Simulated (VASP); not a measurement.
Write the native input for VASP 6.6.1 that does the following.

- Task: relaxation of cell and atoms
- Functional: PBE
- Potentials or basis: VASP PAW PBE potentials, release 64 (Ge_d, Pt)
- Cutoff: 600 eV
- k mesh: 6 × 6 × 6
- Occupations: gaussian, width 0.1 eV
- Spin: no spin polarisation
- Dipole correction: no
- Further INCAR settings: ALGO = Normal; EDIFF = 1e-06; IBRION = 2; EDIFFG = -0.04; NSW = 90; ISIF = 3

The structure of Ge3Pt lies in POSCAR:

```
Ge3Pt
1.0
    0.0000000000      3.1049498800      3.1049498800
    3.1049498800      0.0000000000      3.1049498800
    3.1049498800      3.1049498800      0.0000000000
Ge Pt
3 1
Direct
    0.2500000000      0.2500000000      0.2500000000
    0.7500000000      0.7500000000      0.7500000000
    0.5000000000      0.5000000000      0.5000000000
    0.0000000000      0.0000000000      0.0000000000
```

These files were run (other wordings do the same):

INCAR

```
  PREC = Accurate
  ENCUT = 600
  EDIFF = 1E-6
  ISMEAR = 0
  SIGMA = 0.1
  LREAL = F
  LASPH = T
  NELM = 60
  ALGO = Normal
  ISIF = 3
  LWAVE = F
  LCHARG = F
  GGA = PE
  IBRION = 2
  NSW = 90
  EDIFFG = -0.04
```

KPOINTS

```
regular mesh
0
Gamma
  6 6 6
```

Potentials or basis: VASP PAW PBE potentials, release 64 (Ge_d, Pt).

Command:

```sh
$ cat potpaw_PBE.64/Ge_d/POTCAR potpaw_PBE.64/Pt/POTCAR > POTCAR
$ mpirun -np 1 vasp_std > vasp.out
```

Results of the run:

* Relaxed volume: 17.63 Å³/atom
* Relaxed cell: a = 4.637 Å, b = 4.637 Å, c = 4.637 Å, α = 60.00°, β = 60.00°, γ = 60.00°
* Space group after relaxing (to 0.05 Å): Fm-3m (No. 225)
* Energy gained by relaxing: 180.8 meV/atom
* Ionic steps: 4
* Pressure after relaxing: 0.0 GPa
* Band gap on the k mesh: zero (band 26 reaches 8.15 eV, above the bottom of band 27 at 7.83 eV)

Caveat: the volume moved by over 15 % at a fixed basis, so the end points are rough; spin-orbit coupling is left out, which moves the levels of the heavy elements.

It took 2 min on 1 thread of Intel(R) Xeon(R) Platinum 8488C (Sapphire Rapids) (shared host), peak memory 0.23 GiB.
